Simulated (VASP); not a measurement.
## Mg: single point with PBE

Crystal: Mg.

```xyz
4
Lattice="3.0689 0.0000 0.0000 -1.5345 2.6578 0.0000 0.0000 0.0000 10.1231" Properties=species:S:1:pos:R:3 pbc="T T T"
Mg    0.0000    0.0000    0.0000
Mg    0.0000    1.7718    2.5308
Mg    0.0000    0.0000    5.0616
Mg    1.5345    0.8859    7.5923
```

This cell differs from its parent crystal: strained.

| Property | Result |
| --- | --- |
| Program | VASP 6.6.1 |
| Task | single point |
| Functional | PBE |
| Potentials or basis | VASP PAW PBE potentials, release 64 (Mg) |
| Cutoff | 520 eV |
| k mesh | 15 × 15 × 4 |
| Occupations | gaussian, width 0.1 eV |
| Spin | no spin polarisation |

The pressure is 4.7 GPa and the band gap on the k mesh is zero (bands 4 and 5 overlap by 2.40 eV).

Stress tensor (GPa, compression positive):
```
5.29 0.00 0.00
0.00 5.29 0.00
0.00 0.00 3.58
```

Levels at points of the mesh, in eV from the Fermi level:
```csv
k point,band 1,band 2,band 3,band 4,band 5,band 6,band 7,band 8,band 9
"(0.00, 0.00, 0.00)",-7.40,-5.94,-5.94,-1.95,-1.38,5.10,5.11,11.79,11.79
"(0.00, 0.00, 0.50)",-7.03,-7.03,-4.15,-4.15,1.44,1.44,9.26,9.26,11.96
```

Run time: 84 s on 1 thread of Oxide Virtual Turin-like Processor, with other jobs on the host, peak memory 0.2 GiB.

Caveat: the cell differs from its parent crystal (strained); the cell stands under pressure.
